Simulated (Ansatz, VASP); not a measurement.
## One calculation of Na2S, two programs

```
CELL_PARAMETERS angstrom
0.00000 3.27350 3.27350
3.27350 0.00000 3.27350
3.27350 3.27350 0.00000
ATOMIC_POSITIONS crystal
Na 0.25000 0.25000 0.25000
Na 0.75000 0.75000 0.75000
S 0.00000 0.00000 0.00000
```

Alike in both runs: task single point; functional PBE; k mesh 8 × 8 × 8; no spin polarisation.

```csv
,VASP,Ansatz
version,VASP 6.6.1,Ansatz 0.2.0
potentials or method,"VASP PAW PBE potentials, release 64 (Na_pv, S)","plane waves, PAW"
plane-wave cutoff (eV),500,420
occupations,"gaussian, width 0.01 eV",fixed
valence electrons in the cell,20,24
```

```tsv
	VASP	Ansatz	Ansatz less VASP
gap on the k mesh at the Fermi level (eV)	2.48	2.48	+0.002
```

VASP's potentials hold 20 valence electrons a cell and Ansatz's 24, so a difference there can come from the potentials and not from the codes.
